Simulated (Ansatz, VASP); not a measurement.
**Bi in VASP and in Ansatz**

The input INCAR:

```
SYSTEM = Bi
PREC = Accurate
ENCUT = 520
EDIFF = 1E-6
ISMEAR = -1
SIGMA = 0.1
LREAL = .FALSE.
LASPH = .TRUE.
NELM = 60
ALGO = Normal
ISIF = 2
LWAVE = .FALSE.
LCHARG = .FALSE.
GGA = RP
NBANDS = 30
```

KPOINTS

```
regular mesh
0
G
  7 7 10
  0 0 0
```

POSCAR

```
Bi
1.0
    5.7910211047      0.0000000000      0.0000000000
   -2.8955105524      5.0151713905      0.0000000000
    0.0000000000      0.0000000000      3.4020165951
Bi
3
Direct
    1.0000000000      1.0000000000      0.0000000000
    0.3333333333      0.6666666667      0.5000000000
    0.6666666667      0.3333333333      0.5000000000
```

Input for Ansatz:

```yaml
crystal:
  lattice:
    - [5.7910211047, 0.0, 0.0]
    - [-2.8955105524, 5.0151713905, 0.0]
    - [0.0, 0.0, 3.4020165951]
  atoms:
    - { symbol: Bi, position: [1.0, 1.0, 0.0] }
    - { symbol: Bi, position: [0.3333333333, 0.6666666667, 0.5] }
    - { symbol: Bi, position: [0.6666666667, 0.3333333333, 0.5] }
hamiltonian:
  xc: rpbe
  pseudopotentials:
    kind: paw
    azcp:
      Bi: "pseudopotentials/Bi.paw.azcp"
basis:
  ecutwfc: 420
  fft_grid_basis: typed
kpoints:
  mp_grid: { grid: [7, 7, 10], shift: [0, 0, 0] }
magnetization:
  spin_polarized: false
scf:
  occupations: { method: fermi_dirac, width: 0.1 }
  lower_state_search: "off"
output:
  stress: true
```

Alike in both runs: task single point; functional RPBE; k mesh 7 × 7 × 10; occupations fermi-dirac, width 0.1 eV; no spin polarisation.

|  | VASP | Ansatz |
| --- | --- | --- |
| version | VASP 6.6.1 | Ansatz 0.2.0 |
| potentials or method | VASP PAW PBE potentials, release 64 (Bi_d), cutoff 520 eV | plane waves (420 eV) with PAW, scalar-relativistic |
| valence electrons in the cell | 45 | 45 |

VASP gave:

```
pressure (GPa)                                                : 0.0
traceless stress, the component that is largest in VASP (GPa) : 0.32
```

Q: What did Ansatz give for the same quantities?

A: Pressure (GPa): 0.1; traceless stress, the component that is largest in VASP (GPa): 0.32.

VASP's potentials were made for PBE, not for RPBE. With one functional, cell and mesh, what is left measures potentials, basis and numerics.

Spin-orbit coupling is off throughout.
